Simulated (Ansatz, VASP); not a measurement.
# SrTiO3 in VASP and in Ansatz

```
Sr Ti O
1.0
     3.91801    0.00000    0.00000
     0.00000    3.91801    0.00000
     0.00000    0.00000    3.91801
Sr Ti O
1 1 3
Direct
  0.00000 0.00000 0.00000
  0.50000 0.50000 0.50000
  0.00000 0.50000 0.50000
  0.50000 0.00000 0.50000
  0.50000 0.50000 0.00000
```

Alike in both runs: functional r2SCAN; k mesh 6 × 6 × 6; occupations gaussian, width 0.02 eV; no spin polarisation; Hubbard terms Ti d U = 4.0 eV.

Ansatz relaxed the structure, and its values are those at the end. VASP's run is a single point on that final structure, the one shown.

```csv
,VASP,Ansatz
version,VASP 6.6.1,Ansatz 0.2.0
potentials or method,"VASP PAW PBE potentials, release 64 (Sr_sv, Ti_sv, O_h), cutoff 910 eV","scalar-relativistic, plane waves, PAW"
valence electrons in the cell,40,40
```

VASP gave:

```
gap on the k mesh at the Fermi level (eV) : 2.85
least direct gap on the mesh (eV)         : 3.29
```

Q: What did Ansatz give for the same quantities?

A: gap on the k mesh at the Fermi level (eV): 2.78; least direct gap on the mesh (eV): 3.21.

VASP's potentials were made for PBE, not for r2SCAN. The programs project onto different local orbitals, so the same U acts differently, and such runs can settle in different states.

Noted on VASP's run: the cutoff is short for stress, so the pressure is rough.
